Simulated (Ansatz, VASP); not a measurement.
## C in VASP and in Ansatz

The input INCAR:

```
SYSTEM = C
PREC = Accurate
ENCUT = 520
EDIFF = 1E-7
ISMEAR = 0
SIGMA = 0.05
LREAL = .FALSE.
LASPH = .TRUE.
NELM = 80
ALGO = Normal
ISIF = 2
LWAVE = .FALSE.
LCHARG = .TRUE.
GGA = PE
IVDW = 12
LELF = .TRUE.
LVHAR = .TRUE.
NBANDS = 31
```

The input KPOINTS:

```
Automatic mesh
0
G
  7 11 3
  0 0 0
```

Contents of POSCAR:

```
C
1.0
    0.0000000000      1.4231666446     -3.3613878322
   -2.4649969361      0.0000000000      0.0000000000
    3.4920789928     10.2788931505      0.1631510911
C
10
Direct
   -0.2563986089      0.8663898338      0.8939222356
    0.7035494803      0.6973762510      0.0687361772
    0.7135624580      0.4896296467      0.2750326918
   -0.2764245643      1.2818830424      0.4813292064
   -0.2664115866      1.0741364381      0.6876257210
    0.7064634974      0.2948771447      0.1375603374
   -0.2835235248      1.0871305404      0.3438568521
   -0.2735105471      0.8793839361      0.5501533667
   -0.2634975694      1.6716373318      0.7564498813
   -0.2534845917      1.4638907275      0.9627463959
```

Input for Ansatz:

```yaml
crystal:
  lattice:
    - [0.0, 1.4231666446, -3.3613878322]
    - [-2.4649969361, 0.0, 0.0]
    - [3.4920789928, 10.2788931505, 0.1631510911]
  atoms:
    - { symbol: C, position: [-0.2563986089, 0.8663898338, 0.8939222356] }
    - { symbol: C, position: [0.7035494803, 0.697376251, 0.0687361772] }
    - { symbol: C, position: [0.713562458, 0.4896296467, 0.2750326918] }
    - { symbol: C, position: [-0.2764245643, 1.2818830424, 0.4813292064] }
    - { symbol: C, position: [-0.2664115866, 1.0741364381, 0.687625721] }
    - { symbol: C, position: [0.7064634974, 0.2948771447, 0.1375603374] }
    - { symbol: C, position: [-0.2835235248, 1.0871305404, 0.3438568521] }
    - { symbol: C, position: [-0.2735105471, 0.8793839361, 0.5501533667] }
    - { symbol: C, position: [-0.2634975694, 1.6716373318, 0.7564498813] }
    - { symbol: C, position: [-0.2534845917, 1.4638907275, 0.9627463959] }
basis:
  ecutwfc: 520.0
kpoints:
  mp_grid: { grid: [7, 11, 3] }
hamiltonian:
  xc: pbe
  dispersion: d3bj
scf:
  occupations: { method: gaussian, width: 0.05 }
output:
  forces: true
  stress: true
  eigenvalues: true
```

Alike in both runs: task single point; functional PBE; dispersion D3(BJ); k mesh 7 × 11 × 3; occupations gaussian, width 0.05 eV; no spin polarisation.

```csv
,VASP,Ansatz
version,VASP 6.6.1,Ansatz 0.2.0
potentials or method,"VASP PAW PBE potentials, release 64 (C), cutoff 520 eV","scalar-relativistic, plane waves, PAW"
valence electrons in the cell,40,40
```

```tsv
	VASP	Ansatz	Ansatz less VASP
gap on the k mesh at the Fermi level (eV)	0.37	0.37	0.000
least direct gap on the mesh (eV)	0.37	0.37	0.000
rms of the force components (eV/Å)	10.099	9.953	-0.1458
```

Atom by atom the forces differ by 0.149 eV/Å (rms over components).
